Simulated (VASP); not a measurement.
# Co in VASP: single point with LDA

Aim: the single point of Co with LDA.

Everything below comes from runs of VASP 6.6.1. Logs are shortened: lines on timing, memory, paths and dates and some standing lists are left out, and cuts for length are marked.

### 1 The cell of the first run

The cell holds a slab with vacuum, 6 atoms: a = 2.430 Å, b = 3.918 Å, c = 20.909 Å, α = 90.00°, β = 90.00°, γ = 90.00°.

### 2 Single point, LDA, collinear spin, ferromagnetic start

Contents of INCAR:

```
ALGO = Normal
DIPOL = 0.5 0.5 0.500
EDIFF = 1E-6
ENCUT = 520
IDIPOL = 3
ISIF = 2
ISMEAR = -1
ISPIN = 2
LASPH = True
LCHARG = False
LDIPOL = True
LMAXMIX = 4
LORBIT = 11
LREAL = False
LWAVE = False
MAGMOM = 1.7 1.7 1.7 1.7 1.7 1.7
NBANDS = 40
NELM = 150
PREC = Accurate
SIGMA = 0.05
```

Contents of KPOINTS:

```
k-points
0
Gamma
  15 9 1
```

Contents of POSCAR:

```
Co
1.0
    2.4295452198      0.0000000000      0.0000000000
    0.0000000000      3.9181164580      0.0000000000
    0.0000000000      0.0000000000     20.9094000000
Co
6
Direct
    0.7500000000      0.7500000000      0.3826019623
    0.2500000000      0.2500000000      0.4161442590
    0.2500000000      0.7500000000      0.4832288516
    0.7500000000      0.2500000000      0.5167711484
    0.7500000000      0.7500000000      0.5838557410
    0.2500000000      0.2500000000      0.6173980377
```

Potentials or basis: VASP PAW LDA potentials, release 64 (Co).

On the command line:

```bash
$ cat potpaw_LDA.64/Co/POTCAR > POTCAR
$ mpirun -np 1 vasp_std > vasp.out
```

OUTCAR:

```text
EDIFF = 1E-6
   ENCUT = 520
   ISIF = 2
   ISMEAR = -1
   ISPIN = 2
   LASPH = True
   LORBIT = 11
   LREAL = False
   NELM = 150
   PREC = Accurate

 ion  position               nearest neighbor table
   1  0.750  0.750  0.383-   2 2.41   2 2.41   2 2.41   2 2.41   3 2.43   3 2.43
   2  0.250  0.250  0.416-   3 2.41   3 2.41   1 2.41   1 2.41   1 2.41   1 2.41   4 2.43   4 2.43

   3  0.250  0.750  0.483-   2 2.41   2 2.41   4 2.41   4 2.41   4 2.41   4 2.41   1 2.43   1 2.43
                             5 2.43   5 2.43
   4  0.750  0.250  0.517-   5 2.41   5 2.41   3 2.41   3 2.41   3 2.41   3 2.41   6 2.43   6 2.43
                             2 2.43   2 2.43
   5  0.750  0.750  0.584-   4 2.41   4 2.41   6 2.41   6 2.41   6 2.41   6 2.41   3 2.43   3 2.43

   6  0.250  0.250  0.617-   5 2.41   5 2.41   5 2.41   5 2.41   4 2.43   4 2.43

  LATTYP: Found a simple orthorhombic cell.
 ALAT       =     2.4295452198
 B/A-ratio  =     1.6126954238
 C/A-ratio  =     8.6063020476

  Lattice vectors:

 A1 = (   2.4295452198,   0.0000000000,   0.0000000000)
 A2 = (   0.0000000000,   3.9181164580,   0.0000000000)
 A3 = (   0.0000000000,   0.0000000000,  20.9094000000)

Analysis of symmetry for initial positions (statically):
=====================================================================
 Subroutine PRICEL returns:
 Original cell was already a primitive cell.

 Routine SETGRP: Setting up the symmetry group for a
 simple orthorhombic supercell.

 Subroutine GETGRP returns: Found  8 space group operations
 (whereof  2 operations were pure point group operations)
 out of a pool of  8 trial point group operations.

The static configuration has the point symmetry S_2 .
 The point group associated with its full space group is D_2h.

Analysis of symmetry for dynamics (positions and initial velocities):
=====================================================================
 Subroutine PRICEL returns:
 Original cell was already a primitive cell.

 Routine SETGRP: Setting up the symmetry group for a
 simple orthorhombic supercell.

 Subroutine GETGRP returns: Found  8 space group operations
 (whereof  2 operations were pure point group operations)
 out of a pool of  8 trial point group operations.

The dynamic configuration has the point symmetry S_2 .
 The point group associated with its full space group is D_2h.

Analysis of structural, dynamic, and magnetic symmetry:
=====================================================================
 Subroutine PRICEL returns:
 Original cell was already a primitive cell.

 Routine SETGRP: Setting up the symmetry group for a
 simple orthorhombic supercell.

 Subroutine GETGRP returns: Found  8 space group operations
 (whereof  2 operations were pure point group operations)
 out of a pool of  8 trial point group operations.

The overall configuration has the point symmetry S_2 .
 The point group associated with its full space group is D_2h.

 Subroutine INISYM returns: Found  8 space group operations
 (whereof  2 operations are pure point group operations),
 and found     1 'primitive' translations

----------------------------------------------------------------------------------------

                                     Primitive cell

  volume of cell :     199.0416

  direct lattice vectors                    reciprocal lattice vectors
     2.429545220  0.000000000  0.000000000     0.411599666  0.000000000  0.000000000
     0.000000000  3.918116458  0.000000000     0.000000000  0.255224675  0.000000000
     0.000000000  0.000000000 20.909400000     0.000000000  0.000000000  0.047825380

  length of vectors
     2.429545220  3.918116458 20.909400000     0.411599666  0.255224675  0.047825380

  position of ions in fractional coordinates (direct lattice)
     0.750000000  0.750000000  0.382601962
     0.250000000  0.250000000  0.416144259
     0.250000000  0.750000000  0.483228852
     0.750000000  0.250000000  0.516771148
     0.750000000  0.750000000  0.583855741
     0.250000000  0.250000000  0.617398038

  ion indices of the primitive-cell ions
   primitive index   ion index
                 1           1
                 2           2
                 3           3
                 4           4
                 5           5
                 6           6

----------------------------------------------------------------------------------------

 KPOINTS: k-points

Automatic generation of k-mesh.
 Grid dimensions read from file:
 generate k-points for:   15    9    1

 Generating k-lattice:

  Cartesian coordinates                     Fractional coordinates (reciprocal lattice)
     0.027439978  0.000000000  0.000000000     0.066666667  0.000000000  0.000000000
     0.000000000  0.028358297  0.000000000     0.000000000  0.111111111  0.000000000
     0.000000000  0.000000000  0.047825380     0.000000000  0.000000000  1.000000000

  Length of vectors
     0.027439978  0.028358297  0.047825380

  Shift w.r.t. Gamma in fractional coordinates (k-lattice)
     0.000000000  0.000000000  0.000000000

 Subroutine IBZKPT returns following result:
 ===========================================

 Found     40 irreducible k-points:

 Following reciprocal coordinates:
            Coordinates               Weight
  0.000000  0.000000  0.000000      1.000000
  0.066667  0.000000  0.000000      2.000000
  0.133333  0.000000  0.000000      2.000000
  0.200000  0.000000  0.000000      2.000000
  0.266667  0.000000  0.000000      2.000000
  0.333333  0.000000  0.000000      2.000000
[... 16 lines left out ...]
  0.400000  0.222222  0.000000      4.000000
  0.466667  0.222222  0.000000      4.000000
 [... further k-points ...]
   k-points           NKPTS =     40   k-points in BZ     NKDIM =     40   number of bands    NBANDS=     40
   number of dos      NEDOS =    301   number of ions     NIONS =      6
   total plane-waves  NPLWV =  86400
   dimension x,y,z NGX =    18 NGY =   30 NGZ =  160
   dimension x,y,z NGXF=    36 NGYF=   60 NGZF=  320
   ions per type =               6
   NGX,Y,Z   is equivalent  to a cutoff of  12.32, 12.73, 12.72 a.u.
   NGXF,Y,Z  is equivalent  to a cutoff of  24.63, 25.46, 25.44 a.u.
 SYSTEM =  unknown system
   PREC   = accura    normal or accurate (medium, high low for compatibility)
   ISTART =      0    job   : 0-new  1-cont  2-samecut
   ICHARG =      2    charge: 1-file 2-atom 10-const
   ISPIN  =      2    spin polarized calculation?
   LNONCOLLINEAR =      F non collinear calculations
   LSORBIT =      F    spin-orbit coupling
   LASPH  =      T    aspherical Exc in radial PAW
   ENCUT  =  520.0 eV  38.22 Ry    6.18 a.u.   4.52  7.29 38.88*2*pi/ulx,y,z
   NELM   =    150;   NELMIN=  2; NELMDL= -5     # of ELM steps
   EDIFF  = 0.1E-05   stopping-criterion for ELM
   LREAL  =      F    real-space projection
   EDIFFG = 0.1E-04   stopping-criterion for IOM
   NSW    =      0    number of steps for IOM
   IBRION =     -1    ionic relax: 0-MD 1-quasi-New 2-CG
   NFREE  =      0    steps in history (QN), initial steepest desc. (CG)
   ISIF   =      2    stress and relaxation
   ISYM   =      2    0-nonsym 1-usesym 2-fastsym
   POTIM  = 0.5000    time-step for ionic-motion
   TEBEG  =    0.0;   TEEND  =   0.0 temperature during run
   PSTRESS=    0.0 pullay stress
   NELECT =      54.0000    total number of electrons
   NUPDOWN=      -1.0000    fix difference up-down
   EMIN   =  10.00;   EMAX   =-10.00  energy-range for DOS
   EFERMI =   0.00;   METHOD = LEGACY
   ISMEAR =    -1;   SIGMA  =   0.05  broadening in eV -4-tet -1-fermi 0-gaus
   EFERMI_NEDOS =   21; number of points for ismear=-14 and -15
   IALGO  =     38    algorithm
   IMIX   =      4    mixing-type and parameters
     AMIX     =   0.40;   BMIX     =  1.00
     AMIX_MAG =   1.60;   BMIX_MAG =  1.00
  volume/ion in A,a.u.               =      33.17       223.87
  Fermi-wavevector in a.u.,A,eV,Ry     =   1.059802  2.002736 15.281799  1.123181
  Thomas-Fermi vector in A             =   2.195161
   LORBIT       =     11    0 simple, 1 ext, 2 COOP (PROOUT), +10 PAW based schemes
   GGA     = CA    functional components
   LHFCALC =     F    Hartree Fock is set to
   AEXX    =    0.0000 exact exchange contribution
   IVDW    =     0    specifies the selected vdW correction
   LEPSILON=     F    determine dielectric tensor
   LRPA    =     F    only Hartree local field effects (RPA)
 spin polarized calculation
  energy-cutoff  :      520.00
  volume of cell :      199.04
 maximum number of plane-waves:      5439
 NGX is ok and might be reduce to    18
   NGX =  9   NGY = 15   NGZ = 77

 number of electron      54.0000010 magnetization      10.0141290

 dipolmoment           0.000000      0.000000      0.000000 electrons x Angstroem

 number of electron      54.0000011 magnetization       9.7693256

 dipolmoment           0.000000      0.000000     -0.000000 electrons x Angstroem

 Free energy of the ion-electron system (eV)
  ---------------------------------------------------
  ext. energy  EPLUGINS =         0.00000000
  ---------------------------------------------------
  free energy    TOTEN  =       -45.20033712 eV

  energy without entropy =      -45.15361903  energy(sigma->0) =      -45.17697807

 E-fermi :  -0.0878     XC(G=0):  -5.3549

 val. band max:       -0.0886820083   @ k =   0.4000   0.3333   0.0000
 cond. band min:      -0.0785599742   @ k =   0.2000   0.4444   0.0000
 fundamental gap:      0.0101220341
 Fermi energy:        -0.0878199112

 spin component 1

 k-point     1 :       0.0000    0.0000    0.0000
  band No.  band energies     occupation
      1      -8.7882      1.00000
      2      -6.8415      1.00000
      3      -5.3812      1.00000
      4      -5.1506      1.00000
      5      -4.8921      1.00000
      6      -4.5013      1.00000
[... 31 lines left out ...]
     38       4.8642      0.00000
     39       5.1633      0.00000
[... 964 lines left out ...]
     38       7.7306      0.00000
     39       7.9128      0.00000

 [... further k-points ...]

 spin component 2

 k-point     1 :       0.0000    0.0000    0.0000
  band No.  band energies     occupation
      1      -8.5792      1.00000
      2      -6.5660      1.00000
      3      -4.7256      1.00000
      4      -4.1752      1.00000
      5      -3.7839      1.00000
      6      -3.4019      1.00000
[... 31 lines left out ...]
     38       4.9746      0.00000
     39       5.2938      0.00000
[... 964 lines left out ...]
     38       8.2797      0.00000
     39       8.5544      0.00000

 [... further k-points ...]

 [bands above 39 left out]

------------------------ aborting loop because EDIFF is reached ----------------------------------------

 vacuum level on the upper side and lower side of the slab       (xc-potential included)        -0.153        -0.153

  FORCE on cell =-STRESS in cart. coord.  units (eV):
  Direction    XX          YY          ZZ          XY          YZ          ZX
  --------------------------------------------------------------------------------------
  -------------------------------------------------------------------------------------
  Total       -4.5697232     -4.6791426     -2.0032667     -0.0000000      0.0000000      0.0000000
  in kB      -36.7837985    -37.6645655    -16.1252132     -0.0000000      0.0000000      0.0000000
  external PRESSURE =     -30.1911924 kB  Pullay stress =       0.0000000 kB

 VOLUME and BASIS-vectors are now :
 -----------------------------------------------------------------------------
  energy-cutoff  :      520.00
  volume of cell :      199.04
      direct lattice vectors                 reciprocal lattice vectors
     2.429545220  0.000000000  0.000000000     0.411599666  0.000000000  0.000000000
     0.000000000  3.918116458  0.000000000     0.000000000  0.255224675  0.000000000
     0.000000000  0.000000000 20.909400000     0.000000000  0.000000000  0.047825380

 POSITION                                       TOTAL-FORCE (eV/Angst)
 -----------------------------------------------------------------------------------
      1.82216      2.93859      7.99998         0.000000      0.000000      0.603305
      0.60739      0.97953      8.70133        -0.000000      0.000000     -0.228177
      0.60739      2.93859     10.10403         0.000000     -0.000000     -0.232320
      1.82216      0.97953     10.80537         0.000000     -0.000000      0.232320
      1.82216      2.93859     12.20807         0.000000     -0.000000      0.228177
      0.60739      0.97953     12.90942         0.000000      0.000000     -0.603305
 -----------------------------------------------------------------------------------
    total drift:                                0.000000      0.000000     -0.000000

  FREE ENERGIE OF THE ION-ELECTRON SYSTEM (eV)
  ---------------------------------------------------
  free  energy   TOTEN  =       -45.2003371209 eV

  energy  without entropy=      -45.1536190257  energy(sigma->0) =      -45.17697807

 vacuum level on the upper side and lower side of the slab         4.847         4.847

 total charge

# of ion       s       p       d       tot
------------------------------------------
    1        0.499   0.400   7.282   8.180
    2        0.516   0.506   7.302   8.324
    3        0.520   0.580   7.341   8.441
    4        0.520   0.580   7.341   8.441
    5        0.516   0.506   7.302   8.324
    6        0.499   0.400   7.282   8.180
--------------------------------------------------
tot          3.069   2.971  43.851  49.891

 magnetization (x)

# of ion       s       p       d       tot
------------------------------------------
    1       -0.004  -0.019   1.739   1.717
    2       -0.013  -0.032   1.607   1.563
    3       -0.011  -0.038   1.608   1.559
    4       -0.011  -0.038   1.608   1.559
    5       -0.013  -0.032   1.607   1.563
    6       -0.004  -0.019   1.739   1.717
--------------------------------------------------
tot         -0.054  -0.177   9.909   9.678
```

It took 23 min on 1 thread of Intel Xeon Platinum 8375C at 2.90GHz (Ice Lake), shared host; peak memory 0.52 GiB.

What came out:

```
Free energy                                           : -45.2003 eV
Largest force                                         : 0.603 eV/Å
Net moment                                            : 9.77 μB per cell
Site moments                                          : Co +1.72, +1.56 μB
Valence electrons inside the program's atomic spheres : Co 8.18, 8.32, 8.44
```

Forces on the atoms (eV/Å):
```
Co   0.000  0.000  0.603
Co   0.000  0.000 -0.228
Co   0.000  0.000 -0.232
Co   0.000  0.000  0.232
Co   0.000  0.000  0.228
Co   0.000  0.000 -0.603
```
